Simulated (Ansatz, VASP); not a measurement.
**Two plane-wave programs on I**

File INCAR:

```
SYSTEM = I
PREC = Accurate ; ENCUT = 600
EDIFF = 1E-7 ; ISMEAR = 0
SIGMA = 0.1 ; LREAL = .FALSE.
LASPH = .TRUE. ; NELM = 100
ALGO = Normal ; ISIF = 3
LWAVE = .FALSE. ; LCHARG = .FALSE.
GGA = PS ; IBRION = 2
NSW = 100 ; EDIFFG = -0.005
```

Contents of KPOINTS:

```
Automatic mesh
0
G
  12 12 18
  0 0 0
```

POSCAR

```
I
1.0
    2.3648888675     -3.6833429493     -0.1625419801
    2.3648888675      3.6833429493     -0.1625419801
   -1.6625851028      0.0000000000      2.3978269827
I
1
Direct
    0.5000000000      0.5000000000      0.5000000000
```

Input for Ansatz:

```yaml
crystal:
  lattice:
    - [2.3648888675, -3.6833429493, -0.1625419801]
    - [2.3648888675, 3.6833429493, -0.1625419801]
    - [-1.6625851028, 0.0, 2.3978269827]
  atoms:
    - { symbol: I, position: [0.5, 0.5, 0.5] }
basis:
  ecutwfc: 420
kpoints:
  mp_grid: { grid: [12, 12, 18] }
hamiltonian:
  xc: pbesol
scf:
  occupations: { method: gaussian, width: 0.1 }
output:
  forces: true
  stress: true
  eigenvalues: true
relax:
  adjacent_minimum: "off"
  f_tol: 0.005
  max_steps: 80
  cell: { stress_tol: 0.05 }
```

Alike in both runs: task relaxation of cell and atoms; functional PBEsol; k mesh 12 × 12 × 18; occupations gaussian, width 0.1 eV; no spin polarisation.

```csv
,VASP,Ansatz
version,VASP 6.6.1,Ansatz 0.2.0
potentials or method,"VASP PAW PBE potentials, release 64 (I), cutoff 600 eV","scalar-relativistic, plane waves, PAW"
valence electrons in the cell,7,17
```

```tsv
	VASP	Ansatz	Ansatz less VASP
gap on the k mesh at the Fermi level, each at its own relaxed structure (eV)	none	none	-
relaxed volume (Å³/atom)	39.80	39.78	-0.016
relaxed cell length with the largest relative difference (Å)	2.916	2.918	+0.0018
```

VASP's potentials were made for PBE, not for PBEsol. A gap of «none» marks a metal or a gap that the smearing closes. VASP's potentials hold 7 valence electrons a cell and Ansatz's 17, so a difference there can come from the potentials and not from the codes.

Spin-orbit coupling is off throughout.
